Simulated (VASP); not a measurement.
Crystal: RbBr.

```
Rb Br
1.0
     0.00000    3.46083    3.46083
     3.46083    0.00000    3.46083
     3.46083    3.46083    0.00000
Rb Br
1 1
Direct
  0.00000 0.00000 0.00000
  0.50000 0.50000 0.50000
```

Base run:

```yaml
Program: VASP 6.6.1
Functional: PBE
Potentials_or_basis: VASP PAW PBE potentials, release 64 (Rb_sv, Br)
Cutoff: 520 eV
k_mesh: 4 × 4 × 4
Occupations: gaussian, width 0.01 eV
Spin: no spin polarisation
```

Its results: band gap on the k mesh 4.29 eV; pressure 0.6 GPa.

Problem. The run is repeated on the same cell with these changes: functional from PBE to PBE0; further incar settings from ALGO = Normal; EDIFF = 1e-07; NBANDS = 15 to ALGO = Normal; EDIFF = 1e-06; NBANDS = 15. What comes out?

Solution. Band gap on the k mesh 6.17 eV; pressure 0.3 GPa.

Caveats: the PAW data sets were made with another functional, which shifts forces and pressure a little (at least some runs).

